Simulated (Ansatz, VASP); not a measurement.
# Two plane-wave programs on In2S

```
In S
1.0
     4.05633    0.00000    0.00000
    -2.02816    3.51288    0.00000
     0.00000    0.00000   11.30612
In S
4 2
Direct
  0.33333 0.66667 0.14685
  0.33333 0.66667 0.64685
  0.66667 0.33333 0.35315
  0.66667 0.33333 0.85315
  0.00000 0.00000 0.00000
  0.00000 0.00000 0.50000
```

Alike in both runs: task single point; functional PBE; k mesh 6 × 6 × 2; occupations gaussian, width 0.2 eV; no spin polarisation.

|  | VASP | Ansatz |
| --- | --- | --- |
| version | VASP 6.6.1 | Ansatz 0.2.0 |
| potentials or method | VASP PAW PBE potentials, release 64 (In_d, S), cutoff 520 eV | scalar-relativistic, plane waves, PAW |
| valence electrons in the cell | 64 | 64 |

VASP gave:

| Property | Result |
| --- | --- |
| gap on the k mesh at the Fermi level (eV) | none |
| pressure (GPa) | -0.1 |
| traceless stress, the component that is largest in VASP (GPa) | -0.35 |
| rms of the force components (eV/Å) | 0.036 |

**Question.** What did Ansatz give for the same quantities?

**Answer.** gap on the k mesh at the Fermi level (eV): none; pressure (GPa): -0.1; traceless stress, the component that is largest in VASP (GPa): -0.36; rms of the force components (eV/Å): 0.034.

Atom by atom the forces differ by 0.002 eV/Å (rms over components). A gap of «none» marks a metal or a gap that the smearing closes. With one functional, cell and mesh, what is left measures potentials, basis and numerics.
